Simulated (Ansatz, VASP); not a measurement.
# Pd: VASP beside Ansatz

Contents of INCAR:

```
SYSTEM = Pd
ALGO = Fast ; EDIFF = 1E-7
ENCUT = 520 ; GGA = PS
ISIF = 2 ; ISMEAR = 0
LASPH = .True. ; LCHARG = .False.
LREAL = .False. ; LWAVE = .False.
NBANDS = 11 ; NELM = 60
PREC = Accurate ; SIGMA = 0.15
```

The input KPOINTS:

```
k-points
0
Gamma
  20 20 20
  0 0 0
```

POSCAR

```
Pd
1.0
    0.0000000000      1.7893080000      1.7893080000
    1.7893080000      0.0000000000      1.7893080000
    1.7893080000      1.7893080000      0.0000000000
Pd
1
Direct
    0.0000000000      0.0000000000      0.0000000000
```

Input for Ansatz:

```yaml
crystal:
  lattice:
    - [0.0, 1.789308, 1.789308]
    - [1.789308, 0.0, 1.789308]
    - [1.789308, 1.789308, 0.0]
  atoms:
    - { symbol: Pd, position: [0.0, 0.0, 0.0] }
basis:
  ecutwfc: 420
kpoints:
  mp_grid: { grid: [20, 20, 20] }
hamiltonian:
  xc: pbesol
scf:
  occupations: { method: gaussian, width: 0.15 }
output:
  forces: true
  stress: true
  eigenvalues: true
```

Change from the starting cell: strain -0.080 along x and y, -0.080 along z, atoms carried along.

Alike in both runs: task single point; functional PBEsol; k mesh 20 × 20 × 20; occupations gaussian, width 0.15 eV; no spin polarisation.

```csv
,VASP,Ansatz
version,VASP 6.6.1,Ansatz 0.2.0
potentials or method,"VASP PAW PBE potentials, release 64 (Pd), cutoff 520 eV","scalar-relativistic, plane waves, PAW"
valence electrons in the cell,10,18
```

VASP gave:

- gap on the k mesh at the Fermi level (eV): none
- pressure (GPa): 91.8

**Question.** Which values does Ansatz return?

**Answer.** gap on the k mesh at the Fermi level (eV): none; pressure (GPa): 92.3.

VASP's potentials were made for PBE, not for PBEsol. A gap of «none» marks a metal or a gap that the smearing closes. Both programs put the cell under a high pressure, so it lies far from rest at this level. VASP's potentials hold 10 valence electrons a cell and Ansatz's 18, so a difference there can come from the potentials and not from the codes.

Noted on VASP's run: the cell as given lies far from equilibrium.
